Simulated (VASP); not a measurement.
# GaSb (Immm) in VASP: a series of runs, part 2 of 2

VASP 6.6.1. Earlier steps stand in the parts before.

## (4) Single point, r2SCAN

Input file POSCAR:

```
GaSb
1.0
    4.2364760000      0.0000000000      0.0000000000
   -0.2844838720      4.2269135105      0.0000000000
   -0.8583656977     -3.1583953935      2.6898839688
Ga Sb
1 1
Direct
    0.0000000000      0.0000000000      0.0000000000
    0.5000000000      0.5000000000      0.0000000000
```

Input file INCAR.step1:

```
SYSTEM = GaSb
  PREC = Accurate
  ENCUT = 520
  ISMEAR = -1
  SIGMA = 0.05
  LREAL = .False.
  LASPH = .True.
  NELM = 80
  NBANDS = 16
  GGA = PE
  ALGO = Normal
  EDIFF = 1E-4
  LWAVE = .True.
  LCHARG = .False.
```

Input file INCAR.step2:

```
SYSTEM = GaSb
  PREC = Accurate
  ENCUT = 520
  EDIFF = 1E-7
  ISMEAR = -1
  SIGMA = 0.05
  LREAL = .False.
  LASPH = .True.
  NELM = 80
  ALGO = Normal
  ISIF = 2
  LWAVE = .False.
  LCHARG = .True.
  METAGGA = R2SCAN
  LMIXTAU = .True.
  LELF = .True.
  LVHAR = .True.
  NBANDS = 16
  ISTART = 1
```

Input file KPOINTS:

```
regular mesh
0
Gamma
  6 6 6
  0 0 0
```

Potentials or basis: VASP PAW PBE potentials, release 64 (Ga_d, Sb).

Started as:

```bash
cat potpaw_PBE.64/Ga_d/POTCAR potpaw_PBE.64/Sb/POTCAR > POTCAR
cp INCAR.step1 INCAR
mpirun -np 1 vasp_std > vasp.out
cp INCAR.step2 INCAR
mpirun -np 1 vasp_std > vasp.out
```

OUTCAR:

```text
SYSTEM = GaSb
   PREC = Accurate
   ENCUT = 520
   EDIFF = 1E-7
   ISMEAR = -1
   LREAL = .False.
   LASPH = .True.
   NELM = 80
   ISIF = 2
   METAGGA = R2SCAN
   ISTART = 1

 ion  position               nearest neighbor table
   1  0.000  0.000  0.000-   2 2.89   2 2.89   2 3.09   2 3.09   2 3.09   2 3.09
   2  0.500  0.500  0.000-   1 2.89   1 2.89   1 3.09   1 3.09   1 3.09   1 3.09

  LATTYP: Found a body centered orthorhombic cell.
 ALAT       =     3.1118020295
 B/A-ratio  =     1.7192630375
 C/A-ratio  =     1.8595739288

  Lattice vectors:

 A1 = (   4.2364760000,   0.0000000000,   0.0000000000)
 A2 = (  -0.2844838720,   4.2269135105,   0.0000000000)
 A3 = (  -0.8583656977,  -3.1583953935,   2.6898839688)

Analysis of symmetry for initial positions (statically):
=====================================================================
 Subroutine PRICEL returns:
 Original cell was already a primitive cell.

 Routine SETGRP: Setting up the symmetry group for a
 body centered orthorhombic supercell.

 Subroutine GETGRP returns: Found  8 space group operations
 (whereof  8 operations were pure point group operations)
 out of a pool of  8 trial point group operations.

The static configuration has the point symmetry D_2h.

Analysis of symmetry for dynamics (positions and initial velocities):
=====================================================================
 Subroutine PRICEL returns:
 Original cell was already a primitive cell.

 Routine SETGRP: Setting up the symmetry group for a
 body centered orthorhombic supercell.

 Subroutine GETGRP returns: Found  8 space group operations
 (whereof  8 operations were pure point group operations)
 out of a pool of  8 trial point group operations.

The dynamic configuration has the point symmetry D_2h.

 Subroutine INISYM returns: Found  8 space group operations
 (whereof  8 operations are pure point group operations),
 and found     1 'primitive' translations

----------------------------------------------------------------------------------------

                                     Primitive cell

  volume of cell :      48.1683

  direct lattice vectors                    reciprocal lattice vectors
     4.236476000  0.000000000  0.000000000     0.236045241  0.015886548  0.093977711
    -0.284483872  4.226913511  0.000000000     0.000000000  0.236579243  0.277785511
    -0.858365698 -3.158395394  2.689883969     0.000000000  0.000000000  0.371763248

  length of vectors
     4.236476000  4.236476000  4.236476000     0.254561483  0.364876045  0.371763248

  position of ions in fractional coordinates (direct lattice)
     0.000000000  0.000000000  0.000000000
     0.500000000  0.500000000  0.000000000

  ion indices of the primitive-cell ions
   primitive index   ion index
                 1           1
                 2           2

----------------------------------------------------------------------------------------

 KPOINTS: regular mesh

Automatic generation of k-mesh.
 Grid dimensions read from file:
 generate k-points for:    6    6    6

 Generating k-lattice:

  Cartesian coordinates                     Fractional coordinates (reciprocal lattice)
     0.039340874  0.002647758  0.015662952     0.166666667  0.000000000  0.000000000
     0.000000000  0.039429874  0.046297585     0.000000000  0.166666667 -0.000000000
     0.000000000  0.000000000  0.061960541     0.000000000  0.000000000  0.166666667

  Length of vectors
     0.042426914  0.060812674  0.061960541

  Shift w.r.t. Gamma in fractional coordinates (k-lattice)
     0.000000000  0.000000000  0.000000000

 Subroutine IBZKPT returns following result:
 ===========================================

 Found     46 irreducible k-points:

 Following reciprocal coordinates:
            Coordinates               Weight
  0.000000  0.000000  0.000000      1.000000
  0.166667  0.000000 -0.000000      4.000000
  0.333333  0.000000 -0.000000      4.000000
  0.500000  0.000000  0.000000      2.000000
  0.000000  0.166667  0.000000      4.000000
  0.166667  0.166667 -0.000000      8.000000
[... 16 lines left out ...]
 -0.166667  0.166667  0.166667      2.000000
  0.166667  0.333333  0.166667      4.000000
 [... further k-points ...]
   k-points           NKPTS =     46   k-points in BZ     NKDIM =     46   number of bands    NBANDS=     16
   number of dos      NEDOS =    301   number of ions     NIONS =      2
   total plane-waves  NPLWV =  32768
   dimension x,y,z NGX =    32 NGY =   32 NGZ =   32
   dimension x,y,z NGXF=    64 NGYF=   64 NGZF=   64
   ions per type =               1   1
   NGX,Y,Z   is equivalent  to a cutoff of  12.56, 12.56, 12.56 a.u.
   NGXF,Y,Z  is equivalent  to a cutoff of  25.11, 25.11, 25.11 a.u.
 SYSTEM =  GaSb
   PREC   = accura    normal or accurate (medium, high low for compatibility)
   ISTART =      1    job   : 0-new  1-cont  2-samecut
   ICHARG =      0    charge: 1-file 2-atom 10-const
   ISPIN  =      1    spin polarized calculation?
   LNONCOLLINEAR =      F non collinear calculations
   LSORBIT =      F    spin-orbit coupling
   LASPH  =      T    aspherical Exc in radial PAW
   ENCUT  =  520.0 eV  38.22 Ry    6.18 a.u.   7.88  7.88  7.88*2*pi/ulx,y,z
   NELM   =     80;   NELMIN=  2; NELMDL=  0     # of ELM steps
   EDIFF  = 0.1E-06   stopping-criterion for ELM
   LREAL  =      F    real-space projection
   EDIFFG = 0.1E-05   stopping-criterion for IOM
   NSW    =      0    number of steps for IOM
   IBRION =     -1    ionic relax: 0-MD 1-quasi-New 2-CG
   NFREE  =      0    steps in history (QN), initial steepest desc. (CG)
   ISIF   =      2    stress and relaxation
   ISYM   =      2    0-nonsym 1-usesym 2-fastsym
   POTIM  = 0.5000    time-step for ionic-motion
   TEBEG  =    0.0;   TEEND  =   0.0 temperature during run
   PSTRESS=    0.0 pullay stress
   NELECT =      18.0000    total number of electrons
   NUPDOWN=      -1.0000    fix difference up-down
   EMIN   =  10.00;   EMAX   =-10.00  energy-range for DOS
   EFERMI =   0.00;   METHOD = LEGACY
   ISMEAR =    -1;   SIGMA  =   0.05  broadening in eV -4-tet -1-fermi 0-gaus
   EFERMI_NEDOS =   21; number of points for ismear=-14 and -15
   IALGO  =     38    algorithm
   IMIX   =      4    mixing-type and parameters
     AMIX     =   0.40;   BMIX     =  1.00
     AMIX_MAG =   1.60;   BMIX_MAG =  1.00
  volume/ion in A,a.u.               =      24.08       162.53
  Fermi-wavevector in a.u.,A,eV,Ry     =   1.179175  2.228319 18.918287  1.390455
  Thomas-Fermi vector in A             =   2.315491
   LORBIT       =      0    0 simple, 1 ext, 2 COOP (PROOUT), +10 PAW based schemes
   METAGGA = R2SCAN    functional components
   LHFCALC =     F    Hartree Fock is set to
   AEXX    =    0.0000 exact exchange contribution
   IVDW    =     0    specifies the selected vdW correction
   LEPSILON=     F    determine dielectric tensor
   LRPA    =     F    only Hartree local field effects (RPA)
 non-spin polarized calculation
  energy-cutoff  :      520.00
  volume of cell :       48.17
 maximum number of plane-waves:      1318
   NGX = 15   NGY = 15   NGZ = 15

 number of electron      17.9999989 magnetization

 Free energy of the ion-electron system (eV)
  ---------------------------------------------------
  ext. energy  EPLUGINS =         0.00000000
  ---------------------------------------------------
  free energy    TOTEN  =       -36.98405023 eV

  energy without entropy =      -36.97680654  energy(sigma->0) =      -36.98042838

 E-fermi :   6.7644     XC(G=0): -10.9606

 val. band max:        6.7051333852   @ k =  -0.3333   0.5000   0.3333
 cond. band min:       6.7703716235   @ k =   0.5000   0.3333  -0.0000
 fundamental gap:      0.0652382382
 Fermi energy:         6.7644303944

 k-point     1 :       0.0000    0.0000    0.0000
  band No.  band energies     occupation
      1      -8.9607      2.00000
      2      -8.8667      2.00000
      3      -8.8592      2.00000
      4      -8.8453      2.00000
      5      -8.8055      2.00000
      6      -6.0495      2.00000
[... 8 lines left out ...]
     15      15.9349      0.00000
     16      17.2991      0.00000
[... 419 lines left out ...]
 k-point    24 :       0.1667    0.3333    0.1667
  band No.  band energies     occupation
      1      -8.9327      2.00000
      2      -8.8751      2.00000
      3      -8.8708      2.00000
      4      -8.8363      2.00000
      5      -8.7928      2.00000
      6      -1.6545      2.00000
[... 8 lines left out ...]
     15      14.4846      0.00000
     16      16.9025      0.00000

 [... further k-points ...]

------------------------ aborting loop because EDIFF is reached ----------------------------------------

  FORCE on cell =-STRESS in cart. coord.  units (eV):
  Direction    XX          YY          ZZ          XY          YZ          ZX
  --------------------------------------------------------------------------------------
  -------------------------------------------------------------------------------------
  Total       -0.3130712     -0.2641712     -0.8463481      0.3632829     -0.1162382      0.1243243
  in kB      -10.4133879     -8.7868734    -28.1512672     12.0835317     -3.8663207      4.1352792
  external PRESSURE =     -15.7838429 kB  Pullay stress =       0.0000000 kB

 VOLUME and BASIS-vectors are now :
 -----------------------------------------------------------------------------
  energy-cutoff  :      520.00
  volume of cell :       48.17
      direct lattice vectors                 reciprocal lattice vectors
     4.236476000  0.000000000  0.000000000     0.236045241  0.015886548  0.093977711
    -0.284483872  4.226913511  0.000000000     0.000000000  0.236579243  0.277785511
    -0.858365698 -3.158395394  2.689883969     0.000000000  0.000000000  0.371763248

 POSITION                                       TOTAL-FORCE (eV/Angst)
 -----------------------------------------------------------------------------------
      0.00000      0.00000      0.00000        -0.000000      0.000000      0.000000
      1.97600      2.11346      0.00000         0.000000     -0.000000      0.000000
 -----------------------------------------------------------------------------------
    total drift:                               -0.000000      0.000000     -0.000000

  FREE ENERGIE OF THE ION-ELECTRON SYSTEM (eV)
  ---------------------------------------------------
  free  energy   TOTEN  =       -36.9840502257 eV

  energy  without entropy=      -36.9768065356  energy(sigma->0) =      -36.98042838
```

It took 83 s on 1 thread of Intel Xeon Platinum 8488C (Sapphire Rapids), shared host; peak memory 0.21 GiB.

Results:

```yaml
Free_energy: -36.9841 eV
Pressure: -1.6 GPa
Band_gap_on_the_k_mesh: zero (band 9 reaches 8.06 eV, above the bottom of band 10 at 3.42 eV)
```

Caveat: the k points lie up to 0.39 Å⁻¹ apart; the PAW data sets were made with another functional, which shifts forces and pressure a little; spin-orbit coupling is left out, which moves the levels of the heavy elements.

## (5) Single point, r2SCAN

POSCAR is that of step 4.

Input file INCAR.step1:

```
  PREC = Accurate
  ENCUT = 520
  ISMEAR = -1
  SIGMA = 0.05
  LREAL = False
  LASPH = True
  NELM = 100
  NBANDS = 16
  GGA = PE
  ALGO = Normal
  EDIFF = 1E-4
  LWAVE = True
  LCHARG = False
```

Input file INCAR.step2:

```
  PREC = Accurate
  ENCUT = 520
  EDIFF = 1E-6
  ISMEAR = -1
  SIGMA = 0.05
  LREAL = False
  LASPH = True
  NELM = 100
  ALGO = Normal
  ISIF = 2
  LWAVE = False
  LCHARG = False
  METAGGA = R2SCAN
  LMIXTAU = True
  NBANDS = 16
  ISTART = 1
```

Input file KPOINTS:

```
Automatic mesh
0
Gamma
  8 8 8
```

Started as:

```bash
cat potpaw_PBE.64/Ga_d/POTCAR potpaw_PBE.64/Sb/POTCAR > POTCAR
cp INCAR.step1 INCAR
mpirun -np 1 vasp_std > vasp.out
cp INCAR.step2 INCAR
mpirun -np 1 vasp_std > vasp.out
```

Wall time 2 min (1 thread of Intel Xeon Platinum 8488C (Sapphire Rapids), shared host); peak memory 0.24 GiB.

It converged, with:

| Item | Value |
| --- | --- |
| Free energy | -36.9676 eV |
| Pressure | -1.9 GPa |
| Band gap on the k mesh | zero (band 9 reaches 8.45 eV, above the bottom of band 10 at 3.97 eV) |

Stress tensor (GPa, compression positive):
```
-2.82 -1.13 -1.24
-1.13 -2.97  1.16
-1.24  1.16  0.17
```

Levels at points of the mesh, in eV from the Fermi level:
| k point | band 7 | band 8 | band 9 | band 10 | band 11 | band 12 |
| --- | --- | --- | --- | --- | --- | --- |
| (0.00, 0.00, 0.00) | -3.12 | -2.30 | -1.82 | 3.86 | 5.76 | 6.56 |
| (0.50, 0.00, 0.00) | -8.35 | -0.23 | 1.64 | 2.34 | 2.89 | 5.17 |
| (0.00, 0.50, 0.00) | -6.23 | -2.07 | -0.37 | -0.25 | 1.26 | 3.16 |
| (0.50, 0.50, 0.00) | -5.22 | -2.93 | -2.20 | -1.82 | 3.79 | 4.14 |
| (0.50, 0.50, 0.50) | -6.12 | -5.24 | -4.98 | 3.55 | 7.59 | 10.23 |

Caveat: the PAW data sets were made with another functional, which shifts forces and pressure a little; spin-orbit coupling is left out, which moves the levels of the heavy elements.

## (6) Summary

```csv
k mesh,gap on the mesh (eV),pressure (GPa)
3 × 3 × 3,none,-3.0
4 × 4 × 4,none,-2.9
6 × 6 × 6,none,-1.6
8 × 8 × 8,none,-1.9
```

Alike in all rows: task single point; level r2SCAN; potentials or basis VASP PAW PBE potentials, release 64 (Ga_d, Sb); no spin polarisation; cell as given; cutoff (eV) 520; smearing fermi-dirac 0.05 eV.

Caveats: some runs use coarse meshes; the PAW data sets were made with another functional, which shifts forces and pressure a little; spin-orbit coupling is left out, which moves the levels of the heavy elements.

Total energies depend on the potentials used, so only differences within one code and one set of settings carry meaning.
